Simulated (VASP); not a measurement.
# CdS in VASP: notebook, part 2 of 2

VASP 6.6.1.

### 4 Single point, LDA (volume scaled by 1.06)

The input, INCAR:

```
SYSTEM = CdS
PREC = Accurate
ENCUT = 520
EDIFF = 1E-6
ISMEAR = -1
SIGMA = 0.02
LREAL = .False.
LASPH = .True.
NELM = 100
ALGO = Normal
ISIF = 2
LWAVE = .False.
LCHARG = .False.
GGA = CA
NBANDS = 26
```

The input, KPOINTS:

```
Automatic mesh
0
Gamma
  8 8 4
  0 0 0
```

The input, POSCAR:

```
CdS
1.0
    4.2158942859      0.0000000000      0.0000000000
   -2.1079471430      3.6510715513      0.0000000000
    0.0000000000      0.0000000000      6.8813669385
Cd S
2 2
Direct
    0.3333333333      0.6666666667      0.0000000000
    0.6666666667      0.3333333333      0.5000000000
    0.3333333333      0.6666666667      0.3850000000
    0.6666666667      0.3333333333      0.8850000000
```

On the command line:

```
> cat potpaw_LDA.64/Cd/POTCAR potpaw_LDA.64/S/POTCAR > POTCAR
> mpirun -np 1 vasp_std > vasp.out
```

Run time: 46 s. Hardware: 1 thread of Intel Xeon Platinum 8375C at 2.90GHz (Ice Lake), shared host; peak memory 0.22 GiB.

Results (log left out):

```
Free energy            : -14.6339 eV
Pressure               : -5.1 GPa
Largest force          : 0.193 eV/Å
Band gap on the k mesh : 0.84 eV, direct
```

Forces in eV/Å, atoms in the order of the input:
```
Cd   0.000  0.000  0.193
Cd   0.000  0.000  0.193
S    0.000  0.000 -0.193
S    0.000  0.000 -0.193
```

Stress tensor (GPa, compression positive):
```
-4.74  0.00  0.00
 0.00 -4.74  0.00
 0.00  0.00 -5.93
```

Levels at points of the mesh, in eV from the valence-band top:
| k point | band 15 | band 16 | band 17 | band 18 | band 19 | band 20 | band 21 | band 22 |
| --- | --- | --- | --- | --- | --- | --- | --- | --- |
| (0.00, 0.00, 0.00) | -0.64 | -0.02 | 0.00 | 0.00 | 0.84 | 2.42 | 6.31 | 6.31 |
| (0.50, 0.00, 0.00) | -2.36 | -1.71 | -1.11 | -0.76 | 3.39 | 3.64 | 4.94 | 5.99 |
| (0.00, 0.00, 0.50) | -0.33 | -0.33 | -0.33 | -0.33 | 2.48 | 2.48 | 5.86 | 5.86 |
| (0.50, 0.00, 0.50) | -1.26 | -1.26 | -1.17 | -1.17 | 3.25 | 3.25 | 5.08 | 5.08 |

### 5 Single point, LDA (equal xy, yz and zx shear strains of -1 %)

The input, INCAR:

```
PREC     = Accurate       # precision mode
ENCUT    = 520            # plane-wave cutoff, eV
EDIFF    = 1E-6           # SCF threshold, eV
ISMEAR   = -1             # smearing method
SIGMA    = 0.02           # smearing width, eV
LREAL    = False          # projectors in reciprocal space
LASPH    = True           # aspherical terms in the spheres
NELM     = 100            # most SCF steps
ALGO     = Normal         # electronic algorithm
ISIF     = 2              # what is computed and relaxed
LWAVE    = False          # write WAVECAR
LCHARG   = False          # write CHGCAR
GGA      = CA             # functional
NBANDS   = 26             # bands
```

The input, KPOINTS:

```
Automatic mesh
0
Gamma
  8 8 4
```

The input, POSCAR:

```
CdS
1.0
    4.1347992034     -0.0206739960     -0.0206739960
   -2.0853038074      3.5911781477     -0.0075672077
   -0.0337450000     -0.0337450000      6.7490000000
Cd S
2 2
Direct
    0.3333333333      0.6666666667      0.0000000000
    0.6666666667      0.3333333333      0.5000000000
    0.3333333333      0.6666666667      0.3850000000
    0.6666666667      0.3333333333      0.8850000000
```

On the command line:

```
> cat potpaw_LDA.64/Cd/POTCAR potpaw_LDA.64/S/POTCAR > POTCAR
> mpirun -np 1 vasp_std > vasp.out
```

Run time: 4.2 min. Hardware: 1 thread of Intel Xeon Platinum 8259CL at 2.50GHz (Skylake/Cascade Lake), shared host; peak memory 0.39 GiB.

Results (log left out):

```
Free energy            : -14.7718 eV
Pressure               : -2.3 GPa
Largest force          : 0.275 eV/Å
Band gap on the k mesh : 0.95 eV, direct
```

Forces on the atoms (eV/Å):
```
Cd   0.096  0.039  0.249
Cd  -0.020  0.037  0.247
S    0.032 -0.037 -0.247
S   -0.108 -0.039 -0.249
```

Stress tensor (GPa, compression positive):
```
-1.62  0.43  0.25
 0.43 -1.63  0.25
 0.25  0.25 -3.54
```

Levels at points of the mesh, in eV from the valence-band top:
```csv
k point,band 16,band 17,band 18,band 19,band 20,band 21
"(0.00, 0.00, 0.00)",-0.07,-0.04,0.00,0.95,2.48,6.24
"(0.50, 0.00, 0.00)",-1.96,-1.28,-0.90,3.48,3.57,4.89
"(0.00, 0.50, 0.00)",-1.92,-1.27,-0.87,3.50,3.63,4.89
"(0.50, 0.50, 0.00)",-1.89,-1.27,-0.84,3.53,3.68,4.88
"(0.00, 0.00, 0.50)",-0.40,-0.38,-0.37,2.58,2.59,5.90
"(0.50, 0.00, 0.50)",-1.46,-1.36,-1.28,3.22,3.26,5.04
"(0.00, 0.50, 0.50)",-1.42,-1.35,-1.29,3.25,3.28,5.06
"(0.50, 0.50, 0.50)",-1.39,-1.34,-1.32,3.28,3.29,5.10
```

Caveat: the cell differs from its parent crystal (equal xy, yz and zx shear strains of -1 %).

### 6 Single point, LDA (equal xy, yz and zx shear strains of +1 %)

The input, INCAR:

```
SYSTEM = CdS
PREC     = Accurate       ! precision mode
ENCUT    = 520            ! plane-wave cutoff, eV
EDIFF    = 1E-7           ! SCF threshold, eV
ISMEAR   = -1             ! smearing method
SIGMA    = 0.02           ! smearing width, eV
LREAL    = .False.        ! projectors in reciprocal space
LASPH    = .True.         ! aspherical terms in the spheres
NELM     = 80             ! most SCF steps
ALGO     = Normal         ! electronic algorithm
ISIF     = 2              ! what is computed and relaxed
LWAVE    = .False.        ! write WAVECAR
LCHARG   = .False.        ! write CHGCAR
NBANDS   = 26             ! bands
```

The input, KPOINTS:

```
Automatic mesh
0
Gamma
  8 8 4
  0 0 0
```

The input, POSCAR:

```
CdS
1.0
    4.1347992034      0.0206739960      0.0206739960
   -2.0494953960      3.5705041517      0.0075672077
    0.0337450000      0.0337450000      6.7490000000
Cd S
2 2
Direct
    0.3333333333      0.6666666667      0.0000000000
    0.6666666667      0.3333333333      0.5000000000
    0.3333333333      0.6666666667      0.3850000000
    0.6666666667      0.3333333333      0.8850000000
```

Potentials or basis: VASP PAW LDA potentials, release 64 (Cd, S).

On the command line:

```
> cat potpaw_LDA.64/Cd/POTCAR potpaw_LDA.64/S/POTCAR > POTCAR
> mpirun -np 1 vasp_std > vasp.out
```

It took 6.2 min on 1 thread of Intel Xeon Platinum 8259CL at 2.50GHz (Skylake/Cascade Lake), shared host; peak memory 0.38 GiB.

Results (log left out):

| Quantity | Value |
| --- | --- |
| Free energy | -14.7718 eV |
| Pressure | -2.3 GPa |
| Largest force | 0.272 eV/Å |
| Band gap on the k mesh | 0.96 eV, direct |

Forces on the atoms (eV/Å):
```
Cd  -0.091 -0.034  0.249
Cd   0.020 -0.036  0.247
S   -0.031  0.036 -0.247
S    0.102  0.034 -0.249
```

Stress tensor (GPa, compression positive):
```
-1.62 -0.42 -0.25
-0.42 -1.63 -0.25
-0.25 -0.25 -3.54
```

Levels at points of the mesh, in eV from the valence-band top:
| k point | band 14 | band 15 | band 16 | band 17 | band 18 | band 19 | band 20 | band 21 | band 22 | band 23 |
| --- | --- | --- | --- | --- | --- | --- | --- | --- | --- | --- |
| (0.00, 0.00, 0.00) | -0.74 | -0.72 | -0.06 | -0.02 | 0.00 | 0.96 | 2.48 | 6.24 | 6.33 | 6.56 |
| (0.50, 0.00, 0.00) | -3.70 | -2.65 | -1.88 | -1.26 | -0.83 | 3.54 | 3.69 | 4.89 | 6.16 | 7.08 |
| (0.00, 0.50, 0.00) | -3.70 | -2.63 | -1.92 | -1.27 | -0.86 | 3.51 | 3.63 | 4.89 | 6.18 | 7.03 |
| (0.50, 0.50, 0.00) | -3.70 | -2.61 | -1.95 | -1.27 | -0.89 | 3.48 | 3.58 | 4.90 | 6.20 | 6.98 |
| (0.00, 0.00, 0.50) | -2.49 | -0.41 | -0.39 | -0.37 | -0.36 | 2.59 | 2.59 | 5.90 | 5.91 | 6.57 |
| (0.50, 0.00, 0.50) | -4.24 | -1.39 | -1.38 | -1.37 | -1.28 | 3.27 | 3.31 | 5.07 | 5.17 | 7.61 |
| (0.00, 0.50, 0.50) | -4.25 | -1.42 | -1.42 | -1.35 | -1.28 | 3.26 | 3.29 | 5.07 | 5.14 | 7.63 |
| (0.50, 0.50, 0.50) | -4.25 | -1.45 | -1.45 | -1.32 | -1.30 | 3.24 | 3.25 | 5.08 | 5.11 | 7.66 |

Caveat: the cell differs from its parent crystal (equal xy, yz and zx shear strains of +1 %).

### 7 The runs side by side

| cell | gap on the mesh (eV) | pressure (GPa) | largest force (eV/Å) |
| --- | --- | --- | --- |
| a = 4.121, b = 4.121, c = 6.726 Å, angles 90.0, 90.0, 120.0°, 4 atoms | 0.99 | -1.7 | 0.26 |
| a = 4.162, b = 4.162, c = 6.794 Å, angles 90.0, 90.0, 120.0°, 4 atoms | 0.93 | -3.3 | 0.23 |
| a = 4.216, b = 4.216, c = 6.881 Å, angles 90.0, 90.0, 120.0°, 4 atoms | 0.84 | -5.1 | 0.19 |
| a = 4.135, b = 4.153, c = 6.749 Å, angles 90.2, 90.6, 120.4°, 4 atoms | 0.95 | -2.3 | 0.27 |
| a = 4.135, b = 4.117, c = 6.749 Å, angles 89.8, 89.4, 119.6°, 4 atoms | 0.96 | -2.3 | 0.27 |

Alike in all rows: task single point; level LDA; potentials or basis VASP PAW LDA potentials, release 64 (Cd, S); no spin polarisation; k mesh 8 × 8 × 4; cutoff (eV) 520; smearing fermi-dirac 0.02 eV.

Total energies depend on the potentials used, so only differences within one code and one set of settings carry meaning.
